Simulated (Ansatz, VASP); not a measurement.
## Two plane-wave programs on MoS2

INCAR

```
PREC = Accurate
ENCUT = 520
EDIFF = 1E-6
ISMEAR = 1
SIGMA = 0.05
LREAL = F
LASPH = T
NELM = 80
ALGO = Normal
ISIF = 2
LWAVE = F
LCHARG = F
GGA = PS
NBANDS = 20
```

Contents of KPOINTS:

```
Automatic mesh
0
Gamma
  11 11 5
```

File POSCAR:

```
MoS2
1.0
    3.2274645600      0.0000000000      0.0000000000
   -1.6137322800      2.7950663000      0.0000000000
    0.0000000000      0.0000000000      6.3124734200
Mo S
1 2
Direct
    0.0000000000      0.0000000000      0.5000000000
    0.3333333333      0.6666666667      0.2553193200
    0.6666666667      0.3333333333      0.7446806800
```

Input for Ansatz:

```yaml
crystal:
  lattice:
    - [3.22746456, 0.0, 0.0]
    - [-1.61373228, 2.7950663, 0.0]
    - [0.0, 0.0, 6.31247342]
  atoms:
    - { symbol: Mo, position: [0.0, 0.0, 0.5] }
    - { symbol: S, position: [0.3333333333333333, 0.6666666666666666, 0.25531932] }
    - { symbol: S, position: [0.6666666666666666, 0.3333333333333333, 0.74468068] }
basis:
  ecutwfc: 517.016338673772
kpoints:
  mp_grid:
    grid: [11, 11, 5]
hamiltonian:
  xc: pbesol
  pseudopotentials:
    kind: paw
scf:
  occupations:
    method: methfessel_paxton
    width: 0.05
output:
  forces: true
  stress: true
```

Alike in both runs: task single point; functional PBEsol; k mesh 11 × 11 × 5; occupations methfessel-paxton of order 1, width 0.05 eV; no spin polarisation.

|  | VASP | Ansatz |
| --- | --- | --- |
| version | VASP 6.6.1 | Ansatz 0.2.0 |
| potentials or method | VASP PAW PBE potentials, release 64 (Mo_sv, S), cutoff 520 eV | plane waves, PAW |
| valence electrons in the cell | 26 | 26 |

VASP gave:

* pressure (GPa): -3.4
* traceless stress, the component that is largest in VASP (GPa): 2.63
* rms of the force components (eV/Å): 0.018

Problem. Which values does Ansatz return?

Solution. Pressure (GPa): -3.4; traceless stress, the component that is largest in VASP (GPa): 2.61; rms of the force components (eV/Å): 0.015.

VASP's potentials were made for PBE, not for PBEsol. Atom by atom the forces differ by 0.003 eV/Å (rms over components).
